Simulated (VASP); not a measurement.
Input of a VASP 6.6.1 run:

File INCAR:

```
SYSTEM = BaO
PREC = Accurate
ENCUT = 600
EDIFF = 1E-6
ISMEAR = 0
SIGMA = 0.01
LREAL = .FALSE.
LASPH = .TRUE.
NELM = 120
ALGO = Normal
ISIF = 2
LWAVE = .FALSE.
LCHARG = .TRUE.
GGA = RE
IVDW = 12
LELF = .TRUE.
LVHAR = .TRUE.
NBANDS = 15
GGA_COMPAT = .FALSE.
```

File KPOINTS:

```
Automatic mesh
0
G
  8 8 8
  0 0 0
```

The input POSCAR:

```
BaO
1.0
    3.9179867978      0.0000000000      0.0000000000
    1.9589933989      3.3930760986      0.0000000000
    1.9589933989      1.1310253662      3.1990228245
Ba O
1 1
Direct
    0.0000000000      0.0000000000      0.0000000000
    0.5000000000      0.5000000000      0.5000000000
```

Potentials or basis: VASP PAW PBE potentials, release 64 (Ba_sv, O).

Command:

```bash
$ cat potpaw_PBE.64/Ba_sv/POTCAR potpaw_PBE.64/O/POTCAR > POTCAR
$ mpirun -np 1 vasp_std > vasp.out
```

Question: Predict the dispersion energy per atom.

Answer: -0.394 eV.

Question: Predict the pressure.

Answer: 1.6 GPa.

Caveat: the PAW data sets were made with another functional, which shifts forces and pressure a little.
